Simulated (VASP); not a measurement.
## SiSe4: relaxation of cell and atoms with PBE

SiSe4:

```
Si Se
1.0
     4.83360    0.00000    0.00000
     0.00000    4.83360    0.00000
     0.00000    0.00000    4.83360
Si Se
1 4
Direct
  0.00000 0.00000 0.00000
  0.50000 0.00000 0.00000
  0.00000 0.50000 0.00000
  0.00000 0.00000 0.50000
  0.50000 0.50000 0.50000
```

| Item | Value |
| --- | --- |
| Program | VASP 6.6.1 |
| Task | relaxation of cell and atoms |
| Functional | PBE |
| Potentials or basis | VASP PAW PBE potentials, release 64 (Si, Se) |
| Cutoff | 600 eV |
| k mesh | 8 × 8 × 8 |
| Occupations | gaussian, width 0.1 eV |
| Spin | no spin polarisation |
| Dipole correction | no |
| Further INCAR settings | ALGO = Normal; EDIFF = 1e-07; IBRION = 2; EDIFFG = -0.01; NSW = 100; ISIF = 3 |

```yaml
Relaxed_volume: 22.44 Å³/atom
Relaxed_cell: a = 4.823 Å, b = 4.823 Å, c = 4.823 Å, α = 90.00°, β = 90.00°, γ = 90.00°
Space_group_after_relaxing_to_0.05_Å: Pm-3m (No. 221)
Energy_gained_by_relaxing: 0.1 meV/atom
Ionic_steps: 2
Pressure_after_relaxing: 0.1 GPa
Band_gap_on_the_k_mesh: zero (band 14 reaches 4.81 eV, above the bottom of band 15 at 3.64 eV)
```

Step by step:
| step | energy change (eV) | largest force (eV/Å) | pressure (GPa) | volume (Å³) |
| --- | --- | --- | --- | --- |
| 1 | 0.0000 | 0.0000 | -0.31 | 112.93 |
| 2 | -0.0006 | 0.0000 | 0.05 | 112.21 |

Final structure:
```xyz
5
Lattice="4.8233 0.0000 0.0000 0.0000 4.8233 0.0000 0.0000 0.0000 4.8233" Properties=species:S:1:pos:R:3 pbc="T T T"
Si    0.0000    0.0000    0.0000
Se    2.4117    0.0000    0.0000
Se    0.0000    2.4117    0.0000
Se    0.0000    0.0000    2.4117
Se    2.4117    2.4117    2.4117
```

Levels at points of the mesh, in eV from the Fermi level:
```
           k point  band 12  band 13  band 14  band 15  band 16  band 17
(0.00, 0.00, 0.00)    -0.92    -0.92    -0.92     1.18     1.18     1.18
(0.50, 0.00, 0.00)    -1.58    -0.78    -0.78     0.07     0.07     1.45
(0.50, 0.50, 0.00)    -1.67    -1.51     0.15     0.15     0.68     2.89
(0.50, 0.50, 0.50)     0.61     0.61     0.73     0.73     0.73     1.84
```

Run time: 2.9 min on 1 thread of Intel(R) Xeon(R) Platinum 8375C CPU @ 2.90GHz (Ice Lake), on a shared host, peak memory 0.29 GiB.
